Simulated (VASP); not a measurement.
# BP (F-43m) in VASP: further runs, part 2 of 2

VASP 6.6.1. The steps go on from the part before.

## (4) Single point, PBE

This run uses another cell than the first one: it holds 32 atoms, not 2.

INCAR reads:

```
SYSTEM = BP
PREC     = Accurate       ! precision mode
ENCUT    = 520            ! plane-wave cutoff, eV
EDIFF    = 1E-6           ! SCF threshold, eV
ISMEAR   = 0              ! smearing method
SIGMA    = 0.01           ! smearing width, eV
LREAL    = Auto         
LASPH    = .True.         ! aspherical terms in the spheres
NELM     = 60             ! most SCF steps
ALGO     = Normal         ! electronic algorithm
ISIF     = 2              ! what is computed and relaxed
LWAVE    = .False.        ! write WAVECAR
LCHARG   = .False.        ! write CHGCAR
GGA      = PE             ! functional
NBANDS   = 86             ! bands
```

KPOINTS reads:

```
Automatic mesh
0
Gamma
  2 2 2
  0.5 0.5 0.5
```

POSCAR reads:

```
BP
1.0
   -4.5481927936     -4.5481927936      4.5481927936
    4.5481927936      4.5481927936      4.5481927936
   -4.5481927936      4.5481927936     -4.5481927936
B P
16 16
Direct
    0.2500000000      0.5000000000      0.2500000000
    0.5000000000      0.5000000000      0.0000000000
    0.2500000000      0.7500000000      0.0000000000
    0.7500000000      0.5000000000      0.7500000000
    0.5000000000      0.7500000000      0.7500000000
    0.2500000000      0.0000000000      0.7500000000
    0.0000000000      0.5000000000      0.5000000000
    0.7500000000      0.7500000000      0.5000000000
    0.5000000000      0.0000000000      0.5000000000
    0.2500000000      0.2500000000      0.5000000000
    0.0000000000      0.7500000000      0.2500000000
    0.7500000000      0.0000000000      0.2500000000
    0.5000000000      0.2500000000      0.2500000000
    0.0000000000      0.0000000000      0.0000000000
    0.7500000000      0.2500000000      0.0000000000
    0.0000000000      0.2500000000      0.7500000000
    0.0000000000      0.2500000000      0.0000000000
    0.2500000000      0.2500000000      0.7500000000
    0.0000000000      0.5000000000      0.7500000000
    0.5000000000      0.2500000000      0.5000000000
    0.2500000000      0.5000000000      0.5000000000
    0.0000000000      0.7500000000      0.5000000000
    0.7500000000      0.2500000000      0.2500000000
    0.5000000000      0.5000000000      0.2500000000
    0.2500000000      0.7500000000      0.2500000000
    0.0000000000      0.0000000000      0.2500000000
    0.7500000000      0.5000000000      0.0000000000
    0.5000000000      0.7500000000      0.0000000000
    0.2500000000      0.0000000000      0.0000000000
    0.7500000000      0.7500000000      0.7500000000
    0.5000000000      0.0000000000      0.7500000000
    0.7500000000      0.0000000000      0.5000000000
```

Potentials or basis: VASP PAW PBE potentials, release 64 (B, P).

Run with:

```
$ cat potpaw_PBE.64/B/POTCAR potpaw_PBE.64/P/POTCAR > POTCAR
$ mpirun -np 1 vasp_std > vasp.out
```

OUTCAR:

```text
SYSTEM = BP
   PREC = Accurate
   ENCUT = 520
   EDIFF = 1E-6
   ISMEAR = 0
   LREAL = Auto
   LASPH = .True.
   NELM = 60
   ISIF = 2
   GGA = PE

 ion  position               nearest neighbor table
   1  0.250  0.500  0.250-  17 1.97  21 1.97  24 1.97  25 1.97
   2  0.500  0.500  0.000-  18 1.97  24 1.97  27 1.97  28 1.97
   3  0.250  0.750  0.000-  19 1.97  25 1.97  28 1.97  29 1.97
   4  0.750  0.500  0.750-  19 1.97  20 1.97  27 1.97  30 1.97
   5  0.500  0.750  0.750-  21 1.97  28 1.97  30 1.97  31 1.97
   6  0.250  0.000  0.750-  18 1.97  22 1.97  29 1.97  31 1.97
[... 24 lines left out ...]
  31  0.500  0.000  0.750-   5 1.97   6 1.97   9 1.97  15 1.97
  32  0.750  0.000  0.500-   8 1.97   9 1.97  12 1.97  16 1.97

  LATTYP: Found a body centered cubic cell.
 ALAT       =     9.0963855872

  Lattice vectors:

 A1 = (  -4.5481927936,  -4.5481927936,   4.5481927936)
 A2 = (   4.5481927936,   4.5481927936,   4.5481927936)
 A3 = (  -4.5481927936,   4.5481927936,  -4.5481927936)

Analysis of symmetry for initial positions (statically):
=====================================================================
 Subroutine PRICEL returns following result:

  LATTYP: Found a face centered cubic cell.
 ALAT       =     4.5481927936

  Lattice vectors:

 A1 = (   2.2740963968,   2.2740963968,   0.0000000000)
 A2 = (   2.2740963968,  -0.0000000000,  -2.2740963968)
 A3 = (  -0.0000000000,   2.2740963968,  -2.2740963968)

  16 primitive cells build up your supercell.

 Routine SETGRP: Setting up the symmetry group for a
 body centered cubic supercell.

 Subroutine GETGRP returns: Found 24 space group operations
 (whereof 24 operations were pure point group operations)
 out of a pool of 48 trial point group operations.

The static configuration has the point symmetry T_d .

Analysis of symmetry for dynamics (positions and initial velocities):
=====================================================================
 Subroutine PRICEL returns following result:

  LATTYP: Found a face centered cubic cell.
[... 126 lines left out ...]
 Gauss-broadening in eV      SIGMA  =   0.01
  energy-cutoff  :      520.00
  volume of cell :      376.34
 maximum number of plane-waves:     10168
 NGX is ok and might be reduce to    60

 number of electron     128.0000012 magnetization

 Free energy of the ion-electron system (eV)
  ---------------------------------------------------
  ext. energy  EPLUGINS =         0.00000000
  ---------------------------------------------------
  free energy    TOTEN  =      -206.87191514 eV

  energy without entropy =     -206.87191514  energy(sigma->0) =     -206.87191514

 E-fermi :   6.2897     XC(G=0): -10.8773

 val. band max:        6.2429661030   @ k =   0.2500   0.2500   0.2500
 cond. band min:       8.6320413654   @ k =  -0.2500   0.2500   0.2500
 fundamental gap:      2.3890752624
 Fermi energy:         6.2896650039

 k-point     1 :       0.2500    0.2500    0.2500
  band No.  band energies     occupation
      1      -6.9473      2.00000
      2      -6.9473      2.00000
      3      -6.9473      2.00000
      4      -6.9473      2.00000
      5      -4.3496      2.00000
      6      -4.3496      2.00000
[... 68 lines left out ...]
     75       9.8904      0.00000
     76       9.8904      0.00000

 k-point     2 :      -0.2500    0.2500    0.2500
  band No.  band energies     occupation
      1      -7.6734      2.00000
      2      -6.2283      2.00000
      3      -6.2283      2.00000
      4      -6.2283      2.00000
      5      -6.2283      2.00000
      6      -5.0262      2.00000
[... 68 lines left out ...]
     75      10.8089      0.00000
     76      11.3664      0.00000
 [bands above 76 left out]

------------------------ aborting loop because EDIFF is reached ----------------------------------------

  FORCE on cell =-STRESS in cart. coord.  units (eV):
  Direction    XX          YY          ZZ          XY          YZ          ZX
  --------------------------------------------------------------------------------------
  -------------------------------------------------------------------------------------
  Total       -0.3918004     -0.3918004     -0.3918004      0.0000000     -0.0000000      0.0000000
  in kB       -1.6680108     -1.6680108     -1.6680108      0.0000000     -0.0000000      0.0000000
  external PRESSURE =      -1.6680108 kB  Pullay stress =       0.0000000 kB

 VOLUME and BASIS-vectors are now :
 -----------------------------------------------------------------------------
  energy-cutoff  :      520.00
  volume of cell :      376.34
      direct lattice vectors                 reciprocal lattice vectors
    -4.548192794 -4.548192794  4.548192794    -0.109933774  0.000000000  0.109933774
     4.548192794  4.548192794  4.548192794     0.000000000  0.109933774  0.109933774
    -4.548192794  4.548192794 -4.548192794    -0.109933774  0.109933774  0.000000000

 POSITION                                       TOTAL-FORCE (eV/Angst)
 -----------------------------------------------------------------------------------
      0.00000      2.27410      2.27410        -0.000000      0.000000     -0.000000
      0.00000      0.00000      4.54819        -0.000000      0.000000     -0.000000
      2.27410      2.27410      4.54819        -0.000000     -0.000000      0.000000
     -4.54819      2.27410      2.27410         0.000000     -0.000000      0.000000
     -2.27410      4.54819      2.27410        -0.000000     -0.000000      0.000000
     -4.54819      2.27410     -2.27410        -0.000000     -0.000000     -0.000000
[... 24 lines left out ...]
     -5.68524      1.13705     -1.13705         0.000000      0.000000      0.000000
     -5.68524     -1.13705      1.13705         0.000000      0.000000      0.000000
 -----------------------------------------------------------------------------------
    total drift:                                0.000002     -0.000002     -0.000002

  FREE ENERGIE OF THE ION-ELECTRON SYSTEM (eV)
  ---------------------------------------------------
  free  energy   TOTEN  =      -206.8719151437 eV

  energy  without entropy=     -206.8719151437  energy(sigma->0) =     -206.87191514
```

OSZICAR:

```text
N       E                     dE             d eps       ncg     rms          rms(c)
DAV:   1     0.407951123414E+03    0.40795E+03   -0.56556E+04   344   0.133E+03
DAV:   2    -0.178896170395E+03   -0.58685E+03   -0.55216E+03   412   0.221E+02
DAV:   3    -0.217111389410E+03   -0.38215E+02   -0.37704E+02   432   0.530E+01
DAV:   4    -0.217942898987E+03   -0.83151E+00   -0.82350E+00   416   0.846E+00
DAV:   5    -0.217969076960E+03   -0.26178E-01   -0.26134E-01   394   0.131E+00    0.286E+01
DAV:   6    -0.208387893338E+03    0.95812E+01   -0.18984E+01   392   0.103E+01    0.156E+01
DAV:   7    -0.206961933712E+03    0.14260E+01   -0.42264E+00   420   0.493E+00    0.445E+00
DAV:   8    -0.206862915007E+03    0.99019E-01   -0.41765E-01   416   0.177E+00    0.842E-01
DAV:   9    -0.206869281799E+03   -0.63668E-02   -0.16015E-02   402   0.378E-01    0.325E-01
DAV:  10    -0.206871556590E+03   -0.22748E-02   -0.33682E-03   400   0.164E-01    0.752E-02
DAV:  11    -0.206871901754E+03   -0.34516E-03   -0.38655E-04   386   0.665E-02    0.965E-02
DAV:  12    -0.206871909530E+03   -0.77760E-05   -0.22409E-05   416   0.131E-02    0.266E-02
DAV:  13    -0.206871915708E+03   -0.61784E-05   -0.84444E-06   396   0.710E-03    0.146E-02
DAV:  14    -0.206871915144E+03    0.56460E-06   -0.66992E-07   214   0.224E-03
   1 F= -.20687192E+03 E0= -.20687192E+03  d E =-.381415E-11
```

stdout:

```text
POSCAR found type information on POSCAR B P
 POSCAR found :  2 types and      32 ions
 scaLAPACK will be used
 LDA part: xc-table for (Slater+PW92), standard interpolation
 POSCAR, INCAR and KPOINTS ok, starting setup
 FFT: planning ... GRIDC
 FFT: planning ... GRID_SOFT
 FFT: planning ... GRID
 WAVECAR not read
 entering main loop
```

Wall time 2.1 min (1 thread of Intel Xeon Platinum 8488C (Sapphire Rapids), shared host); peak memory 0.48 GiB.

Results:

| Item | Value |
| --- | --- |
| Free energy | -206.8719 eV |
| Pressure | -0.2 GPa |
| Band gap on the k mesh | 2.39 eV |

A k mesh can miss the band edges. Expect the measured gap to be larger: semilocal functionals such as PBE lack the derivative discontinuity.

## (5) Overview

```csv
task,cell,k mesh,cutoff (eV),smearing,gap on the mesh (eV),pressure (GPa)
single point,"a = 3.216 Å, angles 60.0°, 2 atoms",10 × 10 × 10,520,gaussian 0.02 eV,1.25,-0.2
relaxation of cell and atoms,"relaxed from a = 3.205 Å, angles 60.0°, 2 atoms",10 × 10 × 10,600,gaussian 0.02 eV,1.25,0.0
single point,"a = 7.878 Å, angles 109.5°, 32 atoms","2 × 2 × 2, shifted",520,gaussian 0.01 eV,2.39,-0.2
```

Alike in all rows: level PBE; potentials or basis VASP PAW PBE potentials, release 64 (B, P); no spin polarisation.

Absolute energies hang on the potentials; compare differences alone.
